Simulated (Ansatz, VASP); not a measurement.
Two plane-wave programs on TiN

```
Ti N
1.0
     2.97263    0.00000    0.00000
     0.00000    2.97263    0.00000
     0.00000    0.00000   25.50983
Ti N
6 6
Direct
  0.50000 0.50000 0.29916
  0.00000 0.00000 0.37756
  0.50000 0.50000 0.45774
  0.00000 0.00000 0.54226
  0.50000 0.50000 0.62244
  0.00000 0.00000 0.70084
  0.00000 0.00000 0.29218
  0.50000 0.50000 0.37612
  0.00000 0.00000 0.45978
  0.50000 0.50000 0.54022
  0.00000 0.00000 0.62388
  0.50000 0.50000 0.70782
```

Alike in both runs: functional PBEsol; k mesh 12 × 12 × 1; occupations gaussian, width 0.1 eV; no spin polarisation.

Ansatz relaxed the structure, and its values are those at the end. VASP's run is a single point on that final structure, the one shown.

|  | VASP | Ansatz |
| --- | --- | --- |
| version | VASP 6.6.1 | Ansatz 0.2.0 |
| potentials or method | VASP PAW PBE potentials, release 64 (Ti_sv, N), cutoff 520 eV | scalar-relativistic, plane waves, PAW |
| valence electrons in the cell | 102 | 102 |

|  | VASP | Ansatz | Ansatz less VASP |
| --- | --- | --- | --- |
| gap on the k mesh at the Fermi level (eV) | none | none | - |
| rms of the force components (eV/Å) | 0.010 | 0.003 | -0.0066 |
| work function, face that differs most (eV) | 2.97 | 2.96 | -0.012 |

VASP's potentials were made for PBE, not for PBEsol. A gap of «none» marks a metal or a gap that the smearing closes. Ansatz's warnings: xc potential rough in thin density.
